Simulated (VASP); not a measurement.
# Sr in VASP: single point with PBE

Aim: the single point of Sr with PBE.

Program: VASP 6.6.1. These are calculated values, not measurements. Logs are shortened: lines on timing, memory, paths and dates and some standing lists are left out, and cuts for length are marked.

### 1 The cell of the first run

The cell holds a sublattice, 1 atom: a = 3.905 Å, b = 3.905 Å, c = 3.905 Å, α = 90.00°, β = 90.00°, γ = 90.00°.

### 2 Single point, PBE

INCAR reads:

```
SYSTEM = Sr
PREC = Accurate
ENCUT = 520
EDIFF = 1E-6
ISMEAR = 0
SIGMA = 0.1
LREAL = .False.
LASPH = .True.
NELM = 60
ALGO = Normal
ISIF = 2
LWAVE = .False.
LCHARG = .False.
GGA = PE
NBANDS = 11
```

KPOINTS reads:

```
regular mesh
0
Gamma
  6 6 6
  0 0 0
```

POSCAR reads:

```
Sr
1.0
    3.9052800000      0.0000000000      0.0000000000
    0.0000000000      3.9052800000      0.0000000000
    0.0000000000      0.0000000000      3.9052800000
Sr
1
Direct
    0.5000000000      0.5000000000      0.5000000000
```

Potentials or basis: VASP PAW PBE potentials, release 64 (Sr_sv).

Started as:

```sh
> cat potpaw_PBE.64/Sr_sv/POTCAR > POTCAR
> mpirun -np 1 vasp_std > vasp.out
```

OUTCAR:

```text
SYSTEM = Sr
   PREC = Accurate
   ENCUT = 520
   EDIFF = 1E-6
   ISMEAR = 0
   LREAL = .False.
   LASPH = .True.
   NELM = 60
   ISIF = 2
   GGA = PE

 ion  position               nearest neighbor table
   1  0.500  0.500  0.500-

  LATTYP: Found a simple cubic cell.
 ALAT       =     3.9052800000

  Lattice vectors:

 A1 = (   3.9052800000,   0.0000000000,   0.0000000000)
 A2 = (   0.0000000000,   3.9052800000,   0.0000000000)
 A3 = (   0.0000000000,   0.0000000000,   3.9052800000)

Analysis of symmetry for initial positions (statically):
=====================================================================
 Subroutine PRICEL returns:
 Original cell was already a primitive cell.

 Routine SETGRP: Setting up the symmetry group for a
 simple cubic supercell.

 Subroutine GETGRP returns: Found 48 space group operations
 (whereof 48 operations were pure point group operations)
 out of a pool of 48 trial point group operations.

The static configuration has the point symmetry O_h .

Analysis of symmetry for dynamics (positions and initial velocities):
=====================================================================
 Subroutine PRICEL returns:
 Original cell was already a primitive cell.

 Routine SETGRP: Setting up the symmetry group for a
 simple cubic supercell.

 Subroutine GETGRP returns: Found 48 space group operations
 (whereof 48 operations were pure point group operations)
 out of a pool of 48 trial point group operations.

The dynamic configuration has the point symmetry O_h .

 Subroutine INISYM returns: Found 48 space group operations
 (whereof 48 operations are pure point group operations),
 and found     1 'primitive' translations

----------------------------------------------------------------------------------------

                                     Primitive cell

  volume of cell :      59.5603

  direct lattice vectors                    reciprocal lattice vectors
     3.905280000  0.000000000  0.000000000     0.256063586  0.000000000  0.000000000
     0.000000000  3.905280000  0.000000000     0.000000000  0.256063586  0.000000000
     0.000000000  0.000000000  3.905280000     0.000000000  0.000000000  0.256063586

  length of vectors
     3.905280000  3.905280000  3.905280000     0.256063586  0.256063586  0.256063586

  position of ions in fractional coordinates (direct lattice)
     0.500000000  0.500000000  0.500000000

  ion indices of the primitive-cell ions
   primitive index   ion index
                 1           1

----------------------------------------------------------------------------------------

 KPOINTS: regular mesh

Automatic generation of k-mesh.
 Grid dimensions read from file:
 generate k-points for:    6    6    6

 Generating k-lattice:

  Cartesian coordinates                     Fractional coordinates (reciprocal lattice)
     0.042677264  0.000000000  0.000000000     0.166666667  0.000000000  0.000000000
     0.000000000  0.042677264  0.000000000     0.000000000  0.166666667  0.000000000
     0.000000000  0.000000000  0.042677264     0.000000000  0.000000000  0.166666667

  Length of vectors
     0.042677264  0.042677264  0.042677264

  Shift w.r.t. Gamma in fractional coordinates (k-lattice)
     0.000000000  0.000000000  0.000000000

 Subroutine IBZKPT returns following result:
 ===========================================

 Found     20 irreducible k-points:

 Following reciprocal coordinates:
            Coordinates               Weight
  0.000000  0.000000  0.000000      1.000000
  0.166667  0.000000  0.000000      6.000000
  0.333333  0.000000  0.000000      6.000000
  0.500000  0.000000  0.000000      3.000000
  0.166667  0.166667  0.000000     12.000000
  0.333333  0.166667  0.000000     24.000000
[... 12 lines left out ...]
  0.500000  0.500000  0.333333      6.000000
  0.500000  0.500000  0.500000      1.000000
   k-points           NKPTS =     20   k-points in BZ     NKDIM =     20   number of bands    NBANDS=     11
   number of dos      NEDOS =    301   number of ions     NIONS =      1
   total plane-waves  NPLWV =  27000
   dimension x,y,z NGX =    30 NGY =   30 NGZ =   30
   dimension x,y,z NGXF=    60 NGYF=   60 NGZF=   60
   ions per type =               1
   NGX,Y,Z   is equivalent  to a cutoff of  12.77, 12.77, 12.77 a.u.
   NGXF,Y,Z  is equivalent  to a cutoff of  25.54, 25.54, 25.54 a.u.
 SYSTEM =  Sr
   PREC   = accura    normal or accurate (medium, high low for compatibility)
   ISTART =      0    job   : 0-new  1-cont  2-samecut
   ICHARG =      2    charge: 1-file 2-atom 10-const
   ISPIN  =      1    spin polarized calculation?
   LNONCOLLINEAR =      F non collinear calculations
   LSORBIT =      F    spin-orbit coupling
   LASPH  =      T    aspherical Exc in radial PAW
   ENCUT  =  520.0 eV  38.22 Ry    6.18 a.u.   7.26  7.26  7.26*2*pi/ulx,y,z
   NELM   =     60;   NELMIN=  2; NELMDL= -5     # of ELM steps
   EDIFF  = 0.1E-05   stopping-criterion for ELM
   LREAL  =      F    real-space projection
   EDIFFG = 0.1E-04   stopping-criterion for IOM
   NSW    =      0    number of steps for IOM
   IBRION =     -1    ionic relax: 0-MD 1-quasi-New 2-CG
   NFREE  =      0    steps in history (QN), initial steepest desc. (CG)
   ISIF   =      2    stress and relaxation
   ISYM   =      2    0-nonsym 1-usesym 2-fastsym
   POTIM  = 0.5000    time-step for ionic-motion
   TEBEG  =    0.0;   TEEND  =   0.0 temperature during run
   PSTRESS=    0.0 pullay stress
   NELECT =      10.0000    total number of electrons
   NUPDOWN=      -1.0000    fix difference up-down
   EMIN   =  10.00;   EMAX   =-10.00  energy-range for DOS
   EFERMI =   0.00;   METHOD = LEGACY
   ISMEAR =     0;   SIGMA  =   0.10  broadening in eV -4-tet -1-fermi 0-gaus
   EFERMI_NEDOS =   21; number of points for ismear=-14 and -15
   IALGO  =     38    algorithm
   IMIX   =      4    mixing-type and parameters
     AMIX     =   0.40;   BMIX     =  1.00
     AMIX_MAG =   1.60;   BMIX_MAG =  1.00
  volume/ion in A,a.u.               =      59.56       401.93
  Fermi-wavevector in a.u.,A,eV,Ry     =   0.903142  1.706691 11.097800  0.815665
  Thomas-Fermi vector in A             =   2.026431
   LORBIT       =      0    0 simple, 1 ext, 2 COOP (PROOUT), +10 PAW based schemes
   GGA     = PE    functional components
   LHFCALC =     F    Hartree Fock is set to
   AEXX    =    0.0000 exact exchange contribution
   IVDW    =     0    specifies the selected vdW correction
   LEPSILON=     F    determine dielectric tensor
   LRPA    =     F    only Hartree local field effects (RPA)
 non-spin polarized calculation
 Gauss-broadening in eV      SIGMA  =   0.10
  energy-cutoff  :      520.00
  volume of cell :       59.56
 maximum number of plane-waves:      1628
 NGX is ok and might be reduce to    30
   NGX = 15   NGY = 15   NGZ = 15

 number of electron      10.0000000 magnetization

 Free energy of the ion-electron system (eV)
  ---------------------------------------------------
  ext. energy  EPLUGINS =         0.00000000
  ---------------------------------------------------
  free energy    TOTEN  =        -1.25256489 eV

  energy without entropy =       -1.24413785  energy(sigma->0) =       -1.24835137

 E-fermi :   1.0584     XC(G=0):  -7.0998

 val. band max:        0.9963275593   @ k =   0.5000   0.3333   0.1667
 cond. band min:       1.2475818309   @ k =   0.5000   0.3333   0.0000
 fundamental gap:      0.2512542716
 Fermi energy:         1.0584049402

 k-point     1 :       0.0000    0.0000    0.0000
  band No.  band energies     occupation
      1     -35.7450      2.00000
      2     -17.6074      2.00000
      3     -17.6074      2.00000
      4     -17.6074      2.00000
      5      -2.1695      2.00000
      6       1.9026      0.00000
      7       1.9026      0.00000
      8       5.9206      0.00000
      9       5.9206      0.00000
     10       5.9206      0.00000
     11       8.3073      0.00000

 k-point     2 :       0.1667    0.0000    0.0000
  band No.  band energies     occupation
      1     -35.7413      2.00000
      2     -17.6692      2.00000
      3     -17.6023      2.00000
      4     -17.6023      2.00000
      5      -1.8284      2.00000
      6       2.0149      0.00000
      7       2.0218      0.00000
      8       5.2787      0.00000
      9       5.2787      0.00000
     10       5.9641      0.00000
     11       7.0874      0.00000

 k-point     3 :       0.3333    0.0000    0.0000
  band No.  band energies     occupation
      1     -35.7339      2.00000
      2     -17.7897      2.00000
      3     -17.5919      2.00000
      4     -17.5919      2.00000
      5      -0.9292      2.00000
      6       1.7394      0.00000
      7       2.2897      0.00000
      8       4.4816      0.00000
      9       4.4816      0.00000
     10       6.0540      0.00000
     11       6.5399      0.00000

 k-point     4 :       0.5000    0.0000    0.0000
  band No.  band energies     occupation
      1     -35.7302      2.00000
      2     -17.8487      2.00000
      3     -17.5867      2.00000
      4     -17.5867      2.00000
      5      -0.0589      2.00000
      6       0.9712      1.78278
      7       2.4429      0.00000
      8       4.1802      0.00000
      9       4.1802      0.00000
     10       6.1005      0.00000
     11       7.1000      0.00000
[... 183 lines left out ...]
 k-point    18 :       0.5000    0.3333    0.3333
  band No.  band energies     occupation
      1     -35.7085      2.00000
      2     -17.8041      2.00000
      3     -17.7437      2.00000
      4     -17.7399      2.00000
      5       1.3162      0.00027
      6       2.0537      0.00000
      7       2.1781      0.00000
      8       4.1088      0.00000
      9       4.2965      0.00000
     10       5.5656      0.00000
     11       7.0804      0.00000

 k-point    19 :       0.5000    0.5000    0.3333
  band No.  band energies     occupation
      1     -35.7049      2.00000
      2     -17.7969      2.00000
      3     -17.7969      2.00000
      4     -17.7352      2.00000
      5       1.4338      0.00000
      6       2.0234      0.00000
      7       2.0234      0.00000
      8       4.1457      0.00000
      9       5.7855      0.00000
     10       5.7855      0.00000
     11       6.4114      0.00000

 k-point    20 :       0.5000    0.5000    0.5000
  band No.  band energies     occupation
      1     -35.7013      2.00000
      2     -17.7898      2.00000
      3     -17.7898      2.00000
      4     -17.7898      2.00000
      5       1.7515      0.00000
      6       1.7515      0.00000
      7       1.7515      0.00000
      8       5.6441      0.00000
      9       6.0410      0.00000
     10       6.0410      0.00000
     11       6.0410      0.00000

------------------------ aborting loop because EDIFF is reached ----------------------------------------

  FORCE on cell =-STRESS in cart. coord.  units (eV):
  Direction    XX          YY          ZZ          XY          YZ          ZX
  --------------------------------------------------------------------------------------
  -------------------------------------------------------------------------------------
  Total       -0.1101930     -0.1101930     -0.1101930      0.0000000      0.0000000     -0.0000000
  in kB       -2.9642037     -2.9642037     -2.9642037      0.0000000      0.0000000     -0.0000000
  external PRESSURE =      -2.9642037 kB  Pullay stress =       0.0000000 kB

 VOLUME and BASIS-vectors are now :
 -----------------------------------------------------------------------------
  energy-cutoff  :      520.00
  volume of cell :       59.56
      direct lattice vectors                 reciprocal lattice vectors
     3.905280000  0.000000000  0.000000000     0.256063586  0.000000000  0.000000000
     0.000000000  3.905280000  0.000000000     0.000000000  0.256063586  0.000000000
     0.000000000  0.000000000  3.905280000     0.000000000  0.000000000  0.256063586

 POSITION                                       TOTAL-FORCE (eV/Angst)
 -----------------------------------------------------------------------------------
      1.95264      1.95264      1.95264         0.000000      0.000000      0.000000
 -----------------------------------------------------------------------------------
    total drift:                                0.000000      0.000000      0.000000

  FREE ENERGIE OF THE ION-ELECTRON SYSTEM (eV)
  ---------------------------------------------------
  free  energy   TOTEN  =        -1.2525648859 eV

  energy  without entropy=       -1.2441378532  energy(sigma->0) =       -1.24835137
```

It took 5.4 s on 1 thread of Intel Xeon 6975P-C (Granite Rapids), shared host; peak memory 0.16 GiB.

Results:

```yaml
Free_energy: -1.2526 eV
Pressure: -0.3 GPa
Band_gap_on_the_k_mesh: zero (band 5 reaches 1.75 eV, above the bottom of band 6 at 0.94 eV)
```

Levels at points of the mesh, in eV from the Fermi level:
| k point | band 3 | band 4 | band 5 | band 6 | band 7 | band 8 |
| --- | --- | --- | --- | --- | --- | --- |
| (0.00, 0.00, 0.00) | -18.67 | -18.67 | -3.23 | 0.84 | 0.84 | 4.86 |
| (0.50, 0.00, 0.00) | -18.65 | -18.65 | -1.12 | -0.09 | 1.38 | 3.12 |
| (0.50, 0.50, 0.00) | -18.88 | -18.63 | -0.28 | 0.79 | 2.28 | 2.28 |
| (0.50, 0.50, 0.50) | -18.85 | -18.85 | 0.69 | 0.69 | 0.69 | 4.59 |
